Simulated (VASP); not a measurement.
Here is a VASP 6.6.1 calculation.

File POSCAR:

```
Zn
1.0
   -1.5478311978      1.5478311978      1.5478311978
    1.5478311978     -1.5478311978      1.5478311978
    1.5478311978      1.5478311978     -1.5478311978
Zn
1
Direct
    0.0000000000      0.0000000000      0.0000000000
```

INCAR.step1

```
SYSTEM = Zn
  PREC = Accurate
  ENCUT = 520
  EDIFF = 1E-5
  ISMEAR = -1
  SIGMA = 0.05
  LREAL = .False.
  LASPH = .True.
  NELM = 60
  ALGO = Normal
  ISIF = 2
  LWAVE = .True.
  LCHARG = .False.
  NBANDS = 12
  GGA = PE
```

The input INCAR.step2:

```
SYSTEM = Zn
  PREC = Accurate
  ENCUT = 520
  EDIFF = 1E-6
  ISMEAR = -1
  SIGMA = 0.05
  LREAL = .False.
  LASPH = .True.
  NELM = 60
  ALGO = Normal
  ISIF = 2
  LWAVE = .False.
  LCHARG = .False.
  METAGGA = R2SCAN
  LHFCALC = .True.
  AEXX = 0.1
  LMIXTAU = .True.
  PRECFOCK = Normal
  NBANDS = 12
  ISTART = 1
```

Contents of KPOINTS:

```
Automatic mesh
0
Gamma
  6 6 6
  0 0 0
```

Potentials or basis: VASP PAW PBE potentials, release 64 (Zn).

Run with:

```bash
$ cat potpaw_PBE.64/Zn/POTCAR > POTCAR
$ cp INCAR.step1 INCAR
$ mpirun -np 1 vasp_std > vasp.out
$ cp INCAR.step2 INCAR
$ mpirun -np 1 vasp_std > vasp.out
```

(1) What does it give for the band gap on the k mesh?

(2) What does it give for the pressure?

## Answers

(1) zero (bands 6 and 7 overlap by 5.92 eV).

(2) -0.2 GPa.

Caveat: the k points lie up to 0.48 Å⁻¹ apart, too coarse for converged energies and pressures of a metal; the PAW data sets were made with another functional, which shifts forces and pressure a little.
